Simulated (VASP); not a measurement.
# H3CCl in VASP: further runs

H3CCl is run at these levels: PBE+D3(BJ); tasks: single point.

Program: VASP 6.6.1. These are calculated values, not measurements. Logs are shortened: lines on timing, memory, paths and dates and some standing lists are left out, and cuts for length are marked.

## (1) The cell of the first run

The cell holds a disordered packing, 40 atoms: a = 7.551 Å, b = 6.084 Å, c = 7.299 Å, α = 90.00°, β = 90.00°, γ = 90.00°.

## (2) Single point, PBE+D3(BJ)

File INCAR:

```
  PREC = Accurate
  ENCUT = 520
  EDIFF = 1E-7
  ISMEAR = -1
  SIGMA = 0.05
  LREAL = Auto
  LASPH = True
  NELM = 80
  ALGO = Normal
  ISIF = 2
  LWAVE = False
  LCHARG = True
  GGA = PE
  IVDW = 12
  LELF = True
  LVHAR = True
  NBANDS = 82
```

File KPOINTS:

```
Automatic mesh
0
Gamma
  1 1 1
```

File POSCAR:

```
H3CCl
1.0
    7.5505910000      0.0000000000      0.0000000000
    0.0000000000      6.0844380000      0.0000000000
    0.0000000000      0.0000000000      7.2993150000
C Cl H
8 8 24
Direct
    0.8507678406      0.8824644117      0.8649304764
    0.5899670635      0.4524822177      0.7425628295
    0.4465875585      0.9344001862      0.7054908577
    0.7181689486      0.2967406357      0.1295327027
    0.3344771290      0.6543743235      0.2153900743
    1.0844714010      0.3479203831      0.0149603079
    0.3461583338      0.1507616644      0.3187285382
    0.0220644980      0.7405121065      0.4731128880
    0.9023796945      0.8348182692      1.0887048990
    0.3575614147      0.4455957970      0.6908867476
    0.3037907894      1.0090332090      0.8810552771
    0.7466567849      0.3849985816      0.3604995811
    0.5345276946      0.7306180127      0.1001463836
    0.9669839089      0.3689576589     -0.2079373201
    0.1357774511      0.1917843521      0.4099562767
   -0.1741055766      0.9023183407      0.4475351454
    0.7732374856      1.0313688791      0.8739039211
    0.9744800109      0.9299297651      0.7951705057
    0.7965204313      0.7329518355      0.8287900988
    0.6496709993      0.5577836441      0.6357856867
    0.5968671856      0.5088062365      0.8835075620
    0.6288911689      0.2752267342      0.7222184547
    0.4742675110      1.0820884361      0.6193183881
    0.5687766693      0.9073475644      0.7827035825
    0.4160071708      0.7774423866      0.6336621998
    0.5898213795      0.2249016261      0.0989133912
    0.7148182175      0.4465819193      0.0612934227
    0.8214588765      0.1884315363      0.1009957784
    0.2274126621      0.7666607828      0.1616590050
    0.3187300173      0.4770037923      0.1872641474
    0.3464232138      0.6658133422      0.3671303403
    1.0565795446      0.1822682719      0.0590877363
    1.2246326149      0.3681358903     -0.0230980578
    1.0537188413      0.4694435213      0.1124078081
    0.3365431924      0.1097061060      0.1731669342
    0.4380716688      0.2883092900      0.3539373215
    0.3955319524     -0.0085956994      0.3858444251
    0.1413134416      0.8222123391      0.5317896268
    0.0089661856      0.6021262769      0.5545725866
    0.0516118540      0.7132786956      0.3341546433
```

Potentials or basis: VASP PAW PBE potentials, release 64 (C, Cl, H).

Run with:

```bash
> cat potpaw_PBE.64/C/POTCAR potpaw_PBE.64/Cl/POTCAR potpaw_PBE.64/H/POTCAR > POTCAR
> mpirun -np 1 vasp_gam > vasp.out
```

OUTCAR:

```text
PREC = Accurate
   ENCUT = 520
   EDIFF = 1E-7
   ISMEAR = -1
   LREAL = Auto
   LASPH = True
   NELM = 80
   ISIF = 2
   GGA = PE
   IVDW = 12
 IVDW          = 12

 ion  position               nearest neighbor table
   1  0.851  0.882  0.865-  19 1.03  17 1.08  18 1.10   9 1.70
   2  0.590  0.452  0.743-  21 1.09  20 1.11  22 1.13  10 1.80
   3  0.447  0.934  0.705-  24 1.09  25 1.11  23 1.12  11 1.74
   4  0.718  0.297  0.130-  27 1.04  28 1.04  26 1.09  12 1.78
   5  0.334  0.654  0.215-  30 1.10  31 1.11  29 1.13  13 1.79
   6  0.084  0.348  0.015-  34 1.05  32 1.08  33 1.10  14 1.86
   7  0.346  0.151  0.319-  35 1.09  36 1.12  37 1.15  15 1.74
   8  0.022  0.741  0.473-  39 1.04  40 1.05  38 1.11  16 1.79
   9  0.902  0.835  0.089-   1 1.70
  10  0.358  0.446  0.691-   2 1.80
  11  0.304  0.009  0.881-   3 1.74
  12  0.747  0.385  0.360-   4 1.78
  13  0.535  0.731  0.100-   5 1.79
  14  0.967  0.369  0.792-   6 1.86
[... 24 lines left out ...]
  39  0.009  0.602  0.555-   8 1.04
  40  0.052  0.713  0.334-   8 1.05

  LATTYP: Found a simple orthorhombic cell.
 ALAT       =     6.0844380000
 B/A-ratio  =     1.1996695504
 C/A-ratio  =     1.2409676950

  Lattice vectors:

 A1 = (   0.0000000000,   6.0844380000,   0.0000000000)
 A2 = (   0.0000000000,   0.0000000000,   7.2993150000)
 A3 = (   7.5505910000,   0.0000000000,   0.0000000000)

Analysis of symmetry for initial positions (statically):
=====================================================================
 Subroutine PRICEL returns:
 Original cell was already a primitive cell.

 Routine SETGRP: Setting up the symmetry group for a
 simple orthorhombic supercell.

 Subroutine GETGRP returns: Found  1 space group operations
 (whereof  1 operations were pure point group operations)
 out of a pool of  8 trial point group operations.

The static configuration has the point symmetry C_1 .

Analysis of symmetry for dynamics (positions and initial velocities):
=====================================================================
 Subroutine PRICEL returns:
 Original cell was already a primitive cell.

 Routine SETGRP: Setting up the symmetry group for a
 simple orthorhombic supercell.

 Subroutine GETGRP returns: Found  1 space group operations
 (whereof  1 operations were pure point group operations)
 out of a pool of  8 trial point group operations.

The dynamic configuration has the point symmetry C_1 .

 Subroutine INISYM returns: Found  1 space group operations
 (whereof  1 operations are pure point group operations),
 and found     1 'primitive' translations

----------------------------------------------------------------------------------------

                                     Primitive cell

  volume of cell :     335.3386

  direct lattice vectors                    reciprocal lattice vectors
     7.550591000  0.000000000  0.000000000     0.132439964  0.000000000  0.000000000
     0.000000000  6.084438000  0.000000000     0.000000000  0.164353717  0.000000000
     0.000000000  0.000000000  7.299315000     0.000000000  0.000000000  0.136999157

  length of vectors
     7.550591000  6.084438000  7.299315000     0.132439964  0.164353717  0.136999157

  position of ions in fractional coordinates (direct lattice)
     0.850767841  0.882464412  0.864930476
     0.589967063  0.452482218  0.742562830
     0.446587558  0.934400186  0.705490858
     0.718168949  0.296740636  0.129532703
     0.334477129  0.654374324  0.215390074
     0.084471401  0.347920383  0.014960308
[... 32 lines left out ...]
     0.008966186  0.602126277  0.554572587
     0.051611854  0.713278696  0.334154643

  ion indices of the primitive-cell ions
   primitive index   ion index
                 1           1
                 2           2
                 3           3
                 4           4
                 5           5
                 6           6
[... 32 lines left out ...]
                39          39
                40          40

----------------------------------------------------------------------------------------

 KPOINTS: Automatic mesh

Automatic generation of k-mesh.
 Grid dimensions read from file:
 generate k-points for:    1    1    1

 Generating k-lattice:

  Cartesian coordinates                     Fractional coordinates (reciprocal lattice)
     0.132439964  0.000000000  0.000000000     1.000000000  0.000000000  0.000000000
     0.000000000  0.164353717  0.000000000     0.000000000  1.000000000  0.000000000
     0.000000000  0.000000000  0.136999157     0.000000000  0.000000000  1.000000000

  Length of vectors
     0.132439964  0.164353717  0.136999157

  Shift w.r.t. Gamma in fractional coordinates (k-lattice)
     0.000000000  0.000000000  0.000000000

 Subroutine IBZKPT returns following result:
 ===========================================

 Found      1 irreducible k-points:

 Following reciprocal coordinates:
            Coordinates               Weight
  0.000000  0.000000  0.000000      1.000000
   k-points           NKPTS =      1   k-points in BZ     NKDIM =      1   number of bands    NBANDS=     82
   number of dos      NEDOS =    301   number of ions     NIONS =     40
   total plane-waves  NPLWV = 145152
   dimension x,y,z NGX =    56 NGY =   48 NGZ =   54
   dimension x,y,z NGXF=   112 NGYF=   96 NGZF=  108
   ions per type =               8   8  24
   NGX,Y,Z   is equivalent  to a cutoff of  12.33, 13.12, 12.30 a.u.
   NGXF,Y,Z  is equivalent  to a cutoff of  24.66, 26.23, 24.60 a.u.
 SYSTEM =  unknown system
   PREC   = accura    normal or accurate (medium, high low for compatibility)
   ISTART =      0    job   : 0-new  1-cont  2-samecut
   ICHARG =      2    charge: 1-file 2-atom 10-const
   ISPIN  =      1    spin polarized calculation?
   LNONCOLLINEAR =      F non collinear calculations
   LSORBIT =      F    spin-orbit coupling
   LASPH  =      T    aspherical Exc in radial PAW
   ENCUT  =  520.0 eV  38.22 Ry    6.18 a.u.  14.04 11.31 13.57*2*pi/ulx,y,z
   NELM   =     80;   NELMIN=  2; NELMDL= -5     # of ELM steps
   EDIFF  = 0.1E-06   stopping-criterion for ELM
   LREAL  =      T    real-space projection
   EDIFFG = 0.1E-05   stopping-criterion for IOM
   NSW    =      0    number of steps for IOM
   IBRION =     -1    ionic relax: 0-MD 1-quasi-New 2-CG
   NFREE  =      0    steps in history (QN), initial steepest desc. (CG)
   ISIF   =      2    stress and relaxation
   ISYM   =      2    0-nonsym 1-usesym 2-fastsym
   POTIM  = 0.5000    time-step for ionic-motion
   TEBEG  =    0.0;   TEEND  =   0.0 temperature during run
   PSTRESS=    0.0 pullay stress
   NELECT =     112.0000    total number of electrons
   NUPDOWN=      -1.0000    fix difference up-down
   EMIN   =  10.00;   EMAX   =-10.00  energy-range for DOS
   EFERMI =   0.00;   METHOD = LEGACY
   ISMEAR =    -1;   SIGMA  =   0.05  broadening in eV -4-tet -1-fermi 0-gaus
   EFERMI_NEDOS =   21; number of points for ismear=-14 and -15
   IALGO  =     38    algorithm
   IMIX   =      4    mixing-type and parameters
     AMIX     =   0.40;   BMIX     =  1.00
     AMIX_MAG =   1.60;   BMIX_MAG =  1.00
  volume/ion in A,a.u.               =       8.38        56.57
  Fermi-wavevector in a.u.,A,eV,Ry     =   1.135847  2.146439 17.553521  1.290147
  Thomas-Fermi vector in A             =   2.272551
   LORBIT       =      0    0 simple, 1 ext, 2 COOP (PROOUT), +10 PAW based schemes
   GGA     = PE    functional components
   LHFCALC =     F    Hartree Fock is set to
   AEXX    =    0.0000 exact exchange contribution
   IVDW    =    12    specifies the selected vdW correction
   LEPSILON=     F    determine dielectric tensor
   LRPA    =     F    only Hartree local field effects (RPA)
 non-spin polarized calculation
  energy-cutoff  :      520.00
  volume of cell :      335.34
 maximum number of plane-waves:      4531
   NGX = 29   NGY = 23   NGZ = 27

 number of electron     111.9999998 magnetization

 Free energy of the ion-electron system (eV)
  ---------------------------------------------------
  ext. energy  EPLUGINS =         0.00000000
  ---------------------------------------------------
  free energy    TOTEN  =      -171.61567412 eV

  energy without entropy =     -171.61567412  energy(sigma->0) =     -171.61567412

 E-fermi :   2.3962     XC(G=0):  -9.3148

 val. band max:        1.2044791103   @ k =   0.0000   0.0000   0.0000
 cond. band min:       5.9645513259   @ k =   0.0000   0.0000   0.0000
 fundamental gap:      4.7600722156
 Fermi energy:         2.3962082855

 k-point     1 :       0.0000    0.0000    0.0000
  band No.  band energies     occupation
      1     -15.2964      2.00000
      2     -14.7745      2.00000
      3     -14.4100      2.00000
      4     -14.2303      2.00000
      5     -14.1221      2.00000
      6     -13.9845      2.00000
[... 60 lines left out ...]
     67       8.8633      0.00000
     68       8.9310      0.00000
 [bands above 68 left out]

------------------------ aborting loop because EDIFF is reached ----------------------------------------

 Edisp (eV)   -4.11611

 E8    (eV) :    -1.1323

  FORCE on cell =-STRESS in cart. coord.  units (eV):
  Direction    XX          YY          ZZ          XY          YZ          ZX
  --------------------------------------------------------------------------------------
  -------------------------------------------------------------------------------------
  Total      21.25446    24.03886    24.19227    -1.70897     0.04278    -2.17271
  in kB     101.54936   114.85263   115.58560    -8.16509     0.20438   -10.38074
  external pressure =      110.66 kB  Pullay stress =        0.00 kB

 VOLUME and BASIS-vectors are now :
 -----------------------------------------------------------------------------
  energy-cutoff  :      520.00
  volume of cell :      335.34
      direct lattice vectors                 reciprocal lattice vectors
     7.550591000  0.000000000  0.000000000     0.132439964  0.000000000  0.000000000
     0.000000000  6.084438000  0.000000000     0.000000000  0.164353717  0.000000000
     0.000000000  0.000000000  7.299315000     0.000000000  0.000000000  0.136999157

 POSITION                                       TOTAL-FORCE (eV/Angst)
 -----------------------------------------------------------------------------------
      6.42380      5.36930      6.31340         1.538164      2.030361     -0.694080
      4.45460      2.75310      5.42020        -0.321267     -1.546123     -1.071243
      3.37200      5.68530      5.14960         1.486448      0.626780     -0.319228
      5.42260      1.80550      0.94550        -1.155515      0.194350      1.304587
      2.52550      3.98150      1.57220        -0.036397     -0.275693     -0.246406
      0.63781      2.11690      0.10920         0.756297     -0.602752     -2.022045
[... 32 lines left out ...]
      0.06770      3.66360      4.04800        -0.927828     -1.605289      0.722265
      0.38970      4.33990      2.43910         0.409541     -0.925342     -0.885871
 -----------------------------------------------------------------------------------
    total drift:                               -0.001348      0.022885     -0.008744

  FREE ENERGIE OF THE ION-ELECTRON SYSTEM (eV)
  ---------------------------------------------------
  free  energy   TOTEN  =      -175.7317852578 eV

  energy  without entropy=     -175.7317852577  energy(sigma->0) =     -175.73178526
```

Run time: 53 s. Hardware: 1 thread of Intel Xeon Platinum 8559C (Emerald Rapids), shared host; peak memory 0.33 GiB.

What came out:

| Quantity | Value |
| --- | --- |
| Free energy | -175.7318 eV |
| Pressure | 11.1 GPa |
| Largest force | 2.711 eV/Å |
| Band gap on the k mesh | 4.76 eV |
| Dispersion energy per atom | -0.103 eV |

Forces on the atoms (eV/Å):
```
C    1.538  2.030 -0.694
C   -0.321 -1.546 -1.071
C    1.486  0.627 -0.319
C   -1.156  0.194  1.305
C   -0.036 -0.276 -0.246
C    0.756 -0.603 -2.022
C    1.425 -1.825  1.410
C    0.574  1.796  0.200
Cl   1.106 -0.486  1.759
Cl  -0.384  0.290 -0.001
Cl  -0.907 -0.426 -0.876
Cl  -0.904 -0.375 -0.368
Cl  -0.866  0.494  1.473
Cl   1.016  0.402  1.028
Cl   0.050  0.972 -0.428
Cl   0.463 -0.449  2.150
H   -0.645 -0.165 -0.610
H   -0.246 -0.416 -0.233
H   -1.055 -1.151 -1.433
H    0.106 -0.197  0.620
H    0.263 -0.050 -0.418
H    0.163  1.209  0.371
H   -0.563 -1.196  0.310
H    0.065 -0.299 -0.369
H   -0.337  1.217  0.339
H   -0.267 -0.460  0.540
H    0.797  1.011 -0.895
H    0.878 -0.802 -0.268
H    0.682 -0.909  0.150
H   -0.304  1.215 -0.198
H    0.317  0.265 -0.646
H    0.119 -0.062  0.219
H   -0.589 -0.108 -0.070
H   -1.013  0.849  0.431
H    0.035  0.357 -0.063
H   -0.575 -0.722 -0.113
H   -0.178  1.671 -0.770
H   -0.975  0.455 -0.028
H   -0.928 -1.605  0.722
H    0.410 -0.925 -0.886
```

Caveat: the k points lie up to 1.03 Å⁻¹ apart; the atoms stand as in a frame of molecular dynamics.

(Part 1 of 2 ends here.)
